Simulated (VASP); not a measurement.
Wanted: the native input for a VASP 6.6.1 run.

```
Task                   : single point
Functional             : PBEsol
Potentials or basis    : VASP PAW PBE potentials, release 64 (Pt, Se)
Cutoff                 : 500 eV
k mesh                 : 9 × 9 × 6
Occupations            : methfessel-paxton, width 0.1 eV
Spin                   : no spin polarisation
Dipole correction      : no
Further INCAR settings : ALGO = Normal; EDIFF = 1e-06; NBANDS = 18
```

The structure of PtSe2 lies in POSCAR:

```
PtSe2
1.0
    3.7730056198      0.0000000000      0.0000000000
   -1.8865028099      3.2675191169      0.0000000000
    0.0000000000      0.0000000000      5.1286129021
Pt Se
1 2
Direct
    0.0000000000      0.0000000000      0.0000000000
    0.3333333333      0.6666666667      0.2500000000
    0.6666666667      0.3333333333      0.7500000000
```

The input as run:

INCAR

```
SYSTEM = PtSe2
PREC     = Accurate       ! precision mode
ENCUT    = 500            ! plane-wave cutoff, eV
EDIFF    = 1E-6           ! SCF threshold, eV
ISMEAR   = 1              ! smearing method
SIGMA    = 0.1            ! smearing width, eV
LREAL    = .FALSE.        ! projectors in reciprocal space
LASPH    = .TRUE.         ! aspherical terms in the spheres
NELM     = 120            ! most SCF steps
ALGO     = Normal         ! electronic algorithm
ISIF     = 2              ! what is computed and relaxed
LWAVE    = .FALSE.        ! write WAVECAR
LCHARG   = .TRUE.         ! write CHGCAR
GGA      = PS             ! functional
LELF     = .TRUE.         ! ELF
LVHAR    = .TRUE.       
NBANDS   = 18             ! bands
GGA_COMPAT= .FALSE.
```

KPOINTS

```
regular mesh
0
G
  9 9 6
  0 0 0
```

Potentials or basis: VASP PAW PBE potentials, release 64 (Pt, Se).

Launch:

```console
$ cat potpaw_PBE.64/Pt/POTCAR potpaw_PBE.64/Se/POTCAR > POTCAR
$ mpirun -np 1 vasp_std > vasp.out
```

It gave:

```yaml
Pressure: -2.7 GPa
Largest_force: 0.135 eV/Å
Band_gap_on_the_k_mesh: zero (bands 11 and 12 overlap by 0.42 eV)
```

Caveat: the PAW data sets were made with another functional, which shifts forces and pressure a little; spin-orbit coupling is left out, which moves the levels of the heavy elements.

Wall time 67 s on 1 thread of Intel Xeon 8259CL (shared host), peak memory 0.22 GiB.
